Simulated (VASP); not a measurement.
# AlN (P6_3/mmc) in VASP: notebook

Runs on AlN. Level: PBE. Tasks: single point.

Everything below comes from runs of VASP 6.6.1. Logs are shortened: lines on timing, memory, paths and dates and some standing lists are left out, and cuts for length are marked.

**1. The cell of the first run**

Symmetry: P6_3/mmc, No. 194, hexagonal system. The conventional cell has a = 3.148 Å, b = 3.148 Å, c = 4.062 Å, α = 90.00°, β = 90.00°, γ = 120.00°. Al (site symmetry -6m2) has 5 N at 1.82 to 2.03 Å within 2.4 Å. N (site symmetry -6m2) has 5 Al at 1.82 to 2.03 Å within 2.4 Å.

**2. Single point, PBE**

File INCAR:

```
ALGO = Normal
EDIFF = 1E-6
ENCUT = 520
GGA = PE
ISIF = 2
ISMEAR = 0
LASPH = T
LCHARG = F
LREAL = F
LWAVE = F
NBANDS = 16
NELM = 80
PREC = Accurate
SIGMA = 0.05
```

File KPOINTS:

```
k-points
0
Gamma
  9 9 6
```

File POSCAR:

```
AlN
1.0
    3.1478000000      0.0000000000      0.0000000000
   -1.5739000000      2.7260747660      0.0000000000
    0.0000000000      0.0000000000      4.0620000000
Al N
2 2
Direct
    0.3333333333      0.6666666667      0.7500000000
    0.6666666667      0.3333333333      0.2500000000
    0.3333333333      0.6666666667      0.2500000000
    0.6666666667      0.3333333333      0.7500000000
```

Potentials or basis: VASP PAW PBE potentials, release 64 (Al, N).

Started as:

```sh
$ cat potpaw_PBE.64/Al/POTCAR potpaw_PBE.64/N/POTCAR > POTCAR
$ mpirun -np 1 vasp_std > vasp.out
```

OUTCAR:

```text
EDIFF = 1E-6
   ENCUT = 520
   GGA = PE
   ISIF = 2
   ISMEAR = 0
   LASPH = T
   LREAL = F
   NELM = 80
   PREC = Accurate

 ion  position               nearest neighbor table
   1  0.333  0.667  0.750-   4 1.82   4 1.82   4 1.82   3 2.03   3 2.03   2 2.73   2 2.73   2 2.73
                             2 2.73   2 2.73   2 2.73
   2  0.667  0.333  0.250-   3 1.82   3 1.82   3 1.82   4 2.03   4 2.03   1 2.73   1 2.73   1 2.73
                             1 2.73   1 2.73   1 2.73
   3  0.333  0.667  0.250-   2 1.82   2 1.82   2 1.82   1 2.03   1 2.03
   4  0.667  0.333  0.750-   1 1.82   1 1.82   1 1.82   2 2.03   2 2.03

  LATTYP: Found a hexagonal cell.
 ALAT       =     3.1478000000
 C/A-ratio  =     1.2904250588

  Lattice vectors:

 A1 = (   3.1478000000,   0.0000000000,   0.0000000000)
 A2 = (  -1.5739000000,   2.7260747660,   0.0000000000)
 A3 = (   0.0000000000,   0.0000000000,   4.0620000000)

Analysis of symmetry for initial positions (statically):
=====================================================================
 Subroutine PRICEL returns:
 Original cell was already a primitive cell.

 Routine SETGRP: Setting up the symmetry group for a
 hexagonal supercell.

 Subroutine GETGRP returns: Found 24 space group operations
 (whereof 12 operations were pure point group operations)
 out of a pool of 24 trial point group operations.

The static configuration has the point symmetry D_3d.
 The point group associated with its full space group is D_6h.

Analysis of symmetry for dynamics (positions and initial velocities):
=====================================================================
 Subroutine PRICEL returns:
 Original cell was already a primitive cell.

 Routine SETGRP: Setting up the symmetry group for a
 hexagonal supercell.

 Subroutine GETGRP returns: Found 24 space group operations
 (whereof 12 operations were pure point group operations)
 out of a pool of 24 trial point group operations.

The dynamic configuration has the point symmetry D_3d.
 The point group associated with its full space group is D_6h.

 Subroutine INISYM returns: Found 24 space group operations
 (whereof 12 operations are pure point group operations),
 and found     1 'primitive' translations

[... 92 lines left out ...]
   ISPIN  =      1    spin polarized calculation?
   LNONCOLLINEAR =      F non collinear calculations
   LSORBIT =      F    spin-orbit coupling
   LASPH  =      T    aspherical Exc in radial PAW
   ENCUT  =  520.0 eV  38.22 Ry    6.18 a.u.   5.85  5.85  7.55*2*pi/ulx,y,z
   NELM   =     80;   NELMIN=  2; NELMDL= -5     # of ELM steps
   EDIFF  = 0.1E-05   stopping-criterion for ELM
   LREAL  =      F    real-space projection
   EDIFFG = 0.1E-04   stopping-criterion for IOM
   NSW    =      0    number of steps for IOM
   IBRION =     -1    ionic relax: 0-MD 1-quasi-New 2-CG
   NFREE  =      0    steps in history (QN), initial steepest desc. (CG)
   ISIF   =      2    stress and relaxation
   ISYM   =      2    0-nonsym 1-usesym 2-fastsym
   POTIM  = 0.5000    time-step for ionic-motion
   TEBEG  =    0.0;   TEEND  =   0.0 temperature during run
   PSTRESS=    0.0 pullay stress
   NELECT =      16.0000    total number of electrons
   NUPDOWN=      -1.0000    fix difference up-down
   EMIN   =  10.00;   EMAX   =-10.00  energy-range for DOS
   EFERMI =   0.00;   METHOD = LEGACY
   ISMEAR =     0;   SIGMA  =   0.05  broadening in eV -4-tet -1-fermi 0-gaus
   EFERMI_NEDOS =   21; number of points for ismear=-14 and -15
   IALGO  =     38    algorithm
   IMIX   =      4    mixing-type and parameters
     AMIX     =   0.40;   BMIX     =  1.00
     AMIX_MAG =   1.60;   BMIX_MAG =  1.00
  volume/ion in A,a.u.               =       8.71        58.81
  Fermi-wavevector in a.u.,A,eV,Ry     =   1.262854  2.386448 21.698582  1.594801
  Thomas-Fermi vector in A             =   2.396241
   LORBIT       =      0    0 simple, 1 ext, 2 COOP (PROOUT), +10 PAW based schemes
   GGA     = PE    functional components
   LHFCALC =     F    Hartree Fock is set to
   AEXX    =    0.0000 exact exchange contribution
   IVDW    =     0    specifies the selected vdW correction
   LEPSILON=     F    determine dielectric tensor
   LRPA    =     F    only Hartree local field effects (RPA)
 non-spin polarized calculation
 Gauss-broadening in eV      SIGMA  =   0.05
  energy-cutoff  :      520.00
  volume of cell :       34.86
 maximum number of plane-waves:       951
 NGX is ok and might be reduce to    24
   NGX = 11   NGY = 11   NGZ = 15

 number of electron      16.0000003 magnetization

 Free energy of the ion-electron system (eV)
  ---------------------------------------------------
  ext. energy  EPLUGINS =         0.00000000
  ---------------------------------------------------
  free energy    TOTEN  =       -28.79303041 eV

  energy without entropy =      -28.79303041  energy(sigma->0) =      -28.79303041

 E-fermi :   9.8036     XC(G=0): -11.7616

 val. band max:        9.6036806062   @ k =   0.0000   0.0000   0.0000
 cond. band min:      13.8373883407   @ k =   0.0000   0.0000   0.0000
 fundamental gap:      4.2337077345
 Fermi energy:         9.8035898415

 k-point     1 :       0.0000    0.0000    0.0000
  band No.  band energies     occupation
      1      -8.3325      2.00000
      2      -4.1536      2.00000
      3       1.7678      2.00000
      4       5.9360      2.00000
      5       5.9360      2.00000
      6       7.6132      2.00000
[... 433 lines left out ...]
      3       2.1972      2.00000
      4       3.5140      2.00000
      5       3.5140      2.00000
      6       5.9899      2.00000
[... 8 lines left out ...]
     15      21.9846      0.00000
     16      24.0542      0.00000

 [... further k-points ...]
[... 5 lines left out ...]
  --------------------------------------------------------------------------------------
  -------------------------------------------------------------------------------------
  Total        9.0332796      9.0332796      5.8187566      0.0000000      0.0000000      0.0000000
  in kB      415.2132676    415.2132676    267.4582273      0.0000000      0.0000000      0.0000000
  external PRESSURE =     365.9615875 kB  Pullay stress =       0.0000000 kB

 VOLUME and BASIS-vectors are now :
 -----------------------------------------------------------------------------
  energy-cutoff  :      520.00
  volume of cell :       34.86
      direct lattice vectors                 reciprocal lattice vectors
     3.147800000  0.000000000  0.000000000     0.317682191  0.183413898  0.000000000
    -1.573900000  2.726074766  0.000000000     0.000000000  0.366827797  0.000000000
     0.000000000  0.000000000  4.062000000     0.000000000  0.000000000  0.246184146

 POSITION                                       TOTAL-FORCE (eV/Angst)
 -----------------------------------------------------------------------------------
     -0.00000      1.81738      3.04650        -0.000000      0.000000      0.000000
      1.57390      0.90869      1.01550         0.000000     -0.000000      0.000000
     -0.00000      1.81738      1.01550        -0.000000      0.000000      0.000000
      1.57390      0.90869      3.04650         0.000000      0.000000      0.000000
 -----------------------------------------------------------------------------------
    total drift:                               -0.000000      0.000000     -0.000000

  FREE ENERGIE OF THE ION-ELECTRON SYSTEM (eV)
  ---------------------------------------------------
  free  energy   TOTEN  =       -28.7930304083 eV

  energy  without entropy=      -28.7930304083  energy(sigma->0) =      -28.79303041
```

OSZICAR:

```text
N       E                     dE             d eps       ncg     rms          rms(c)
DAV:   1     0.426826016458E+02    0.42683E+02   -0.76837E+03  1544   0.923E+02
DAV:   2    -0.307541680717E+02   -0.73437E+02   -0.67894E+02  2280   0.196E+02
DAV:   3    -0.337851536300E+02   -0.30310E+01   -0.30223E+01  1808   0.401E+01
DAV:   4    -0.338015747397E+02   -0.16421E-01   -0.16420E-01  1912   0.332E+00
DAV:   5    -0.338017816816E+02   -0.20694E-03   -0.20694E-03  1792   0.376E-01    0.127E+01
DAV:   6    -0.288468130423E+02    0.49550E+01   -0.90884E+00  1952   0.234E+01    0.436E+00
DAV:   7    -0.288114673421E+02    0.35346E-01   -0.91425E-01  1880   0.679E+00    0.309E+00
DAV:   8    -0.288003145906E+02    0.11153E-01   -0.76635E-02  1640   0.237E+00    0.742E-01
DAV:   9    -0.287926000338E+02    0.77146E-02   -0.17009E-02  1904   0.105E+00    0.252E-01
DAV:  10    -0.287931368785E+02   -0.53684E-03   -0.27929E-03  1856   0.346E-01    0.165E-01
DAV:  11    -0.287930291576E+02    0.10772E-03   -0.23908E-04  1856   0.126E-01    0.360E-02
DAV:  12    -0.287930307433E+02   -0.15857E-05   -0.14668E-05  1736   0.306E-02    0.549E-03
DAV:  13    -0.287930304083E+02    0.33498E-06   -0.35337E-06  1992   0.146E-02
   1 F= -.28793030E+02 E0= -.28793030E+02  d E =-.662754E-11
```

It took 8 s on 1 thread of Intel Xeon 6975P-C (Granite Rapids), shared host; peak memory 0.15 GiB.

What came out:

```
Free energy            : -28.7930 eV
Pressure               : 36.6 GPa
Band gap on the k mesh : 4.23 eV, direct
```

Stress tensor (GPa, compression positive):
```
41.52  0.00  0.00
 0.00 41.52  0.00
 0.00  0.00 26.75
```

A k mesh can miss the band edges. A hybrid or GW would open this gap; PBE tends to underestimate it.

**3. Single point, PBE**

This run uses another cell than the first one, of 8.83 Å³/atom, 1.014 times its volume.

File INCAR:

```
SYSTEM = AlN
ALGO = Normal
EDIFF = 1E-6
ENCUT = 520
GGA = PE
ISIF = 2
ISMEAR = 0
LASPH = .True.
LCHARG = .False.
LREAL = .False.
LWAVE = .False.
NBANDS = 16
NELM = 60
PREC = Accurate
SIGMA = 0.05
```

File KPOINTS:

```
k-points
0
Gamma
  9 9 6
  0 0 0
```

File POSCAR:

```
AlN
1.0
    3.2721000000      0.0000000000      0.0000000000
   -1.6360500000      2.8337217237      0.0000000000
    0.0000000000      0.0000000000      3.8107000000
Al N
2 2
Direct
    0.3333333333      0.6666666667      0.7500000000
    0.6666666667      0.3333333333      0.2500000000
    0.3333333333      0.6666666667      0.2500000000
    0.6666666667      0.3333333333      0.7500000000
```

Potentials or basis: VASP PAW PBE potentials, release 64 (Al, N).

Started as:

```sh
$ cat potpaw_PBE.64/Al/POTCAR potpaw_PBE.64/N/POTCAR > POTCAR
$ mpirun -np 1 vasp_std > vasp.out
```

It took 7.5 s on 1 thread of Intel Xeon 6975P-C (Granite Rapids), shared host; peak memory 0.15 GiB.

Results (log left out):

| Quantity | Value |
| --- | --- |
| Free energy | -28.8092 eV |
| Pressure | 31.4 GPa |
| Band gap on the k mesh | 4.26 eV, direct |

Stress tensor (GPa, compression positive):
```
22.64  0.00  0.00
 0.00 22.64  0.00
 0.00  0.00 49.03
```

Levels at points of the mesh, in eV from the valence-band top:
```csv
k point,band 5,band 6,band 7,band 8,band 9,band 10,band 11,band 12
"(0.00, 0.00, 0.00)",-3.57,-1.35,-1.35,0.00,4.27,5.53,8.85,8.85
"(0.00, 0.00, 0.50)",-2.51,-2.51,-2.51,-2.51,6.60,6.60,8.77,8.77
```

A k mesh can miss the band edges.

**4. Single point, PBE**

This run uses another cell than the first one, of 8.98 Å³/atom, 1.031 times its volume.

File INCAR:

```
PREC = Accurate
ENCUT = 520
EDIFF = 1E-6
ISMEAR = 0
SIGMA = 0.05
LREAL = F
LASPH = T
NELM = 100
ALGO = Normal
ISIF = 2
LWAVE = F
LCHARG = F
GGA = PE
NBANDS = 16
```

File KPOINTS:

```
Automatic mesh
0
Gamma
  9 9 6
```

File POSCAR:

```
AlN
1.0
    3.1478000000      0.0000000000      0.0000000000
   -1.5739000000      2.7260747660      0.0000000000
    0.0000000000      0.0000000000      4.1875902404
Al N
2 2
Direct
    0.3333333333      0.6666666667      0.7500000000
    0.6666666667      0.3333333333      0.2500000000
    0.3333333333      0.6666666667      0.2500000000
    0.6666666667      0.3333333333      0.7500000000
```

Potentials or basis: VASP PAW PBE potentials, release 64 (Al, N).

Started as:

```sh
$ cat potpaw_PBE.64/Al/POTCAR potpaw_PBE.64/N/POTCAR > POTCAR
$ mpirun -np 1 vasp_std > vasp.out
```

OUTCAR:

```text
PREC = Accurate
   ENCUT = 520
   EDIFF = 1E-6
   ISMEAR = 0
   LREAL = F
   LASPH = T
   NELM = 100
   ISIF = 2
   GGA = PE

 ion  position               nearest neighbor table
   1  0.333  0.667  0.750-   4 1.82   4 1.82   4 1.82   3 2.09   3 2.09   2 2.77   2 2.77   2 2.77
                             2 2.77   2 2.77   2 2.77
   2  0.667  0.333  0.250-   3 1.82   3 1.82   3 1.82   4 2.09   4 2.09   1 2.77   1 2.77   1 2.77
                             1 2.77   1 2.77   1 2.77
   3  0.333  0.667  0.250-   2 1.82   2 1.82   2 1.82   1 2.09   1 2.09
[... 662 lines left out ...]
  --------------------------------------------------------------------------------------
  -------------------------------------------------------------------------------------
  Total        8.0646767      8.0646767      3.2697971      0.0000000      0.0000000      0.0000000
  in kB      359.5741574    359.5741573    145.7881799      0.0000000      0.0000000      0.0000000
  external PRESSURE =     288.3121649 kB  Pullay stress =       0.0000000 kB

 VOLUME and BASIS-vectors are now :
 -----------------------------------------------------------------------------
  energy-cutoff  :      520.00
  volume of cell :       35.93
      direct lattice vectors                 reciprocal lattice vectors
     3.147800000  0.000000000  0.000000000     0.317682191  0.183413898  0.000000000
    -1.573900000  2.726074766  0.000000000     0.000000000  0.366827797  0.000000000
     0.000000000  0.000000000  4.187590240     0.000000000  0.000000000  0.238800824

 POSITION                                       TOTAL-FORCE (eV/Angst)
 -----------------------------------------------------------------------------------
     -0.00000      1.81738      3.14069         0.000000      0.000000      0.000000
      1.57390      0.90869      1.04690         0.000000     -0.000000      0.000000
     -0.00000      1.81738      1.04690        -0.000000     -0.000000      0.000000
      1.57390      0.90869      3.14069         0.000000      0.000000      0.000000
 -----------------------------------------------------------------------------------
    total drift:                               -0.000000      0.000000     -0.000000

  FREE ENERGIE OF THE ION-ELECTRON SYSTEM (eV)
  ---------------------------------------------------
  free  energy   TOTEN  =       -28.9303937805 eV

  energy  without entropy=      -28.9303937805  energy(sigma->0) =      -28.93039378
```

OSZICAR:

```text
N       E                     dE             d eps       ncg     rms          rms(c)
DAV:   1     0.420524578561E+02    0.42052E+02   -0.73901E+03  1536   0.907E+02
DAV:   2    -0.307158229989E+02   -0.72768E+02   -0.66507E+02  2184   0.194E+02
DAV:   3    -0.338365082613E+02   -0.31207E+01   -0.31087E+01  1816   0.412E+01
DAV:   4    -0.338535995005E+02   -0.17091E-01   -0.17090E-01  1952   0.340E+00
DAV:   5    -0.338538136441E+02   -0.21414E-03   -0.21414E-03  1776   0.384E-01    0.126E+01
DAV:   6    -0.289674288762E+02    0.48864E+01   -0.91958E+00  1952   0.234E+01    0.427E+00
DAV:   7    -0.289470471399E+02    0.20382E-01   -0.85309E-01  1808   0.656E+00    0.305E+00
DAV:   8    -0.289371701908E+02    0.98769E-02   -0.70544E-02  1616   0.233E+00    0.742E-01
DAV:   9    -0.289299500635E+02    0.72201E-02   -0.15535E-02  1968   0.100E+00    0.254E-01
DAV:  10    -0.289304938371E+02   -0.54377E-03   -0.26787E-03  1832   0.338E-01    0.160E-01
DAV:  11    -0.289303918130E+02    0.10202E-03   -0.22514E-04  1800   0.122E-01    0.349E-02
DAV:  12    -0.289303940886E+02   -0.22757E-05   -0.14122E-05  1752   0.301E-02    0.584E-03
DAV:  13    -0.289303937805E+02    0.30820E-06   -0.35754E-06  1928   0.147E-02
   1 F= -.28930394E+02 E0= -.28930394E+02  d E =-.117071E-16
```

Run time: 8.1 s. Hardware: 1 thread of Intel Xeon 6975P-C (Granite Rapids), shared host; peak memory 0.15 GiB.

Results:

```
Free energy            : -28.9304 eV
Pressure               : 28.8 GPa
Band gap on the k mesh : 3.96 eV, direct
```

Levels at points of the mesh, in eV from the valence-band top:
| k point | band 4 | band 5 | band 6 | band 7 | band 8 | band 9 | band 10 | band 11 | band 12 | band 13 |
| --- | --- | --- | --- | --- | --- | --- | --- | --- | --- | --- |
| (0.00, 0.00, 0.00) | -3.56 | -3.56 | -2.07 | -2.07 | 0.00 | 3.96 | 5.38 | 9.00 | 9.00 | 11.97 |
| (0.00, 0.00, 0.50) | -4.09 | -2.85 | -2.85 | -2.85 | -2.85 | 6.27 | 6.27 | 9.19 | 9.19 | 9.19 |

A k mesh can miss the band edges. Expect the measured gap to be larger: semilocal functionals such as PBE lack the derivative discontinuity.

(Part 1 of 2 ends here.)
